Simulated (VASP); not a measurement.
Write the native input for VASP 6.6.1 that does the following.

```yaml
Task: single point
Functional: r2SCAN
Dispersion: D3(BJ)
Potentials_or_basis: VASP PAW PBE potentials, release 64 (F, Ca_sv, Y_sv, Rb_sv)
Cutoff: 520 eV
k_mesh: 4 × 4 × 4
Occupations: fermi-dirac, width 0.1 eV
Spin: no spin polarisation
Dipole_correction: no
Further_INCAR_settings: ALGO = Normal; EDIFF = 1e-07; NBANDS = 52
```

Rb2CaYF6:

```xyz
10
Lattice="0.0000 4.4424 4.4424 4.4424 0.0000 4.4424 4.4424 4.4424 0.0000" Properties=species:S:1:pos:R:3 pbc="T T T"
F     2.1679    4.4424    4.4424
F     4.4424    2.1679    4.4424
F     6.7169    4.4424    4.4424
F     4.4424    6.7169    4.4424
F     4.4424    4.4424    2.1679
F     4.4424    4.4424    6.7169
Ca    4.4424    4.4424    4.4424
Y     0.0000    0.0000    0.0000
Rb    2.2212    2.2212    2.2212
Rb    6.6636    6.6636    6.6636
```

These files were run (other wordings do the same):

POSCAR

```
Rb2CaYF6
1.0
    0.0000000000      4.4423930000      4.4423930000
    4.4423930000      0.0000000000      4.4423930000
    4.4423930000      4.4423930000      0.0000000000
F Ca Y Rb
6 1 1 2
Direct
    0.7560000000      0.2440000000      0.2440000000
    0.2440000000      0.7560000000      0.2440000000
    0.2440000000      0.7560000000      0.7560000000
    0.7560000000      0.2440000000      0.7560000000
    0.2440000000      0.2440000000      0.7560000000
    0.7560000000      0.7560000000      0.2440000000
    0.5000000000      0.5000000000      0.5000000000
    0.0000000000      0.0000000000      0.0000000000
    0.2500000000      0.2500000000      0.2500000000
    0.7500000000      0.7500000000      0.7500000000
```

INCAR.step1

```
ALGO     = Normal         # electronic algorithm
EDIFF    = 1E-4           # SCF threshold, eV
ENCUT    = 520            # plane-wave cutoff, eV
GGA      = PE             # functional
ISMEAR   = -1             # smearing method
LASPH    = T              # aspherical terms in the spheres
LCHARG   = F              # write CHGCAR
LREAL    = F              # projectors in reciprocal space
LWAVE    = T              # write WAVECAR
NBANDS   = 52             # bands
NELM     = 100            # most SCF steps
PREC     = Accurate       # precision mode
SIGMA    = 0.1            # smearing width, eV
```

INCAR.step2

```
ALGO     = Normal         # electronic algorithm
EDIFF    = 1E-7           # SCF threshold, eV
ENCUT    = 520            # plane-wave cutoff, eV
ISIF     = 2              # what is computed and relaxed
ISMEAR   = -1             # smearing method
ISTART   = 1            
IVDW     = 12             # dispersion correction
LASPH    = T              # aspherical terms in the spheres
LCHARG   = T              # write CHGCAR
LELF     = T              # ELF
LMIXTAU  = T            
LREAL    = F              # projectors in reciprocal space
LVHAR    = T            
LWAVE    = F              # write WAVECAR
METAGGA  = R2SCAN         # meta-GGA
NBANDS   = 52             # bands
NELM     = 100            # most SCF steps
PREC     = Accurate       # precision mode
SIGMA    = 0.1            # smearing width, eV
VDW_A1   = 0.49484001   
VDW_A2   = 5.73083694   
VDW_S6   = 1.0          
VDW_S8   = 0.78981345
```

KPOINTS

```
k-points
0
Gamma
  4 4 4
```

Potentials or basis: VASP PAW PBE potentials, release 64 (F, Ca_sv, Y_sv, Rb_sv).

Launch:

```sh
$ cat potpaw_PBE.64/F/POTCAR potpaw_PBE.64/Ca_sv/POTCAR potpaw_PBE.64/Y_sv/POTCAR potpaw_PBE.64/Rb_sv/POTCAR > POTCAR
$ cp INCAR.step1 INCAR
$ mpirun -np 1 vasp_std > vasp.out
$ cp INCAR.step2 INCAR
$ mpirun -np 1 vasp_std > vasp.out
```

It gave:

The pressure is 4.1 GPa. The largest force is 0.474 eV/Å and the band gap on the k mesh is zero (an odd number of electrons rules out a gap without spin polarisation). The dispersion energy per atom is -0.072 eV.

Caveat: three body term missing; the cell stands under pressure; the PAW data sets were made with another functional, which shifts forces and pressure a little; an odd number of electrons without spin polarisation forces a metal; a magnetic or distorted state may lie lower.

It took 11 min on 1 thread of Intel(R) Xeon(R) Platinum 8259CL CPU @ 2.50GHz (Skylake/Cascade Lake) (shared host), peak memory 0.42 GiB.
